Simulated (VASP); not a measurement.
## MgSI: relaxation of cell and atoms with PBE

Crystal: MgSI.

```
CELL_PARAMETERS angstrom
4.76922 0.00000 0.00000
-2.38461 4.13027 0.00000
0.00000 0.00000 4.80633
ATOMIC_POSITIONS crystal
Mg 0.33333 0.66667 0.50000
S 0.66667 0.33333 0.50000
I 0.00000 0.00000 0.00000
```

The cell was built from a structure type or drawn by symmetry, and may not be a known phase.

```
Program                : VASP 6.6.1
Task                   : relaxation of cell and atoms
Functional             : PBE
Potentials or basis    : VASP PAW PBE potentials, release 64 (Mg, S, I)
Cutoff                 : 600 eV
k mesh                 : 6 × 6 × 4
Occupations            : gaussian, width 0.1 eV
Spin                   : no spin polarisation
Dipole correction      : no
Further INCAR settings : ALGO = Normal; EDIFF = 1e-06; IBRION = 2; EDIFFG = -0.04; NSW = 90; ISIF = 3
```

```json
{
  "Relaxed volume": "27.26 Å³/atom",
  "Relaxed cell": "a = 4.234 Å, b = 4.234 Å, c = 5.267 Å, α = 90.00°, β = 90.00°, γ = 120.00°",
  "Space group after relaxing (to 0.1 Å)": "P-6m2 (No. 187)",
  "Energy gained by relaxing": "215.0 meV/atom",
  "Ionic steps": "9",
  "Pressure after relaxing": "0.0 GPa",
  "Band gap on the k mesh": "zero (an odd number of electrons rules out a gap without spin polarisation)"
}
```

The path:
```tsv
step	energy change (eV)	largest force (eV/Å)	pressure (GPa)	volume (Å³)
1	0.0000	0.0000	-5.63	94.68
2	-0.5270	0.0000	-0.99	80.12
3	-0.5572	0.0000	0.91	76.90
4	-0.5576	0.0000	1.18	76.49
5	-0.6024	0.0000	0.91	77.77
6	-0.6422	0.0000	0.66	80.62
7	-0.6423	0.0000	0.67	80.53
8	-0.6438	0.0000	-0.42	82.63
9	-0.6451	0.0000	0.01	81.77
```

Final structure:
```yaml
crystal:
  lattice:
    - [4.23406, 0.00000, 0.00000]
    - [-2.11703, 3.66681, 0.00000]
    - [0.00000, 0.00000, 5.26651]
  atoms:
    - { symbol: Mg, position: [0.33333, 0.66667, 0.50000] }
    - { symbol: S, position: [0.66667, 0.33333, 0.50000] }
    - { symbol: I, position: [0.00000, 0.00000, 0.00000] }
```

Levels at points of the mesh, in eV from the Fermi level:
| k point | band 6 | band 7 | band 8 | band 9 | band 10 | band 11 |
| --- | --- | --- | --- | --- | --- | --- |
| (0.00, 0.00, 0.00) | -0.22 | -0.22 | 0.83 | 2.62 | 5.08 | 6.42 |
| (0.50, 0.00, 0.00) | -2.00 | -0.94 | -0.18 | 3.53 | 5.03 | 6.46 |
| (0.00, 0.00, 0.50) | -1.52 | -0.29 | -0.29 | 4.42 | 5.67 | 5.76 |
| (0.50, 0.00, 0.50) | -0.88 | -0.65 | -0.21 | 3.92 | 4.97 | 8.17 |

Run time: 3.8 min on 1 thread of Intel Xeon 8259CL (shared host), peak memory 0.27 GiB.

Caveat: spin-orbit coupling is left out, which moves the levels of the heavy elements; an odd number of electrons without spin polarisation forces a metal; a magnetic or distorted state may lie lower.
